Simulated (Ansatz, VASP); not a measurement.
# Mg3O2 in VASP and in Ansatz

```
CELL_PARAMETERS angstrom
3.04513 0.00000 0.00000
-1.52257 2.63716 0.00000
0.00000 0.00000 7.48509
ATOMIC_POSITIONS crystal
Mg 0.66667 0.33333 0.33079
Mg 0.33333 0.66667 0.66921
Mg 0.00000 0.00000 0.00000
O 0.33333 0.66667 0.16276
O 0.66667 0.33333 0.83724
```

Alike in both runs: functional PBE; k mesh 12 × 12 × 4; occupations gaussian, width 0.1 eV; no spin polarisation.

Ansatz relaxed the structure, and its values are those at the end. VASP's run is a single point on that final structure, the one shown.

```csv
,VASP,Ansatz
version,VASP 6.6.1,Ansatz 0.2.0
potentials or method,"VASP PAW PBE potentials, release 64 (Mg, O), cutoff 520 eV","scalar-relativistic, plane waves, PAW"
valence electrons in the cell,18,42
```

```csv
,VASP,Ansatz,Ansatz less VASP
gap on the k mesh at the Fermi level (eV),none,none,-
pressure (GPa),-0.6,0.0,+0.53
rms of the force components (eV/Å),0.006,0.000,-0.0055
```

A gap of «none» marks a metal or a gap that the smearing closes. VASP's potentials hold 18 valence electrons a cell and Ansatz's 42, so a difference there can come from the potentials and not from the codes.
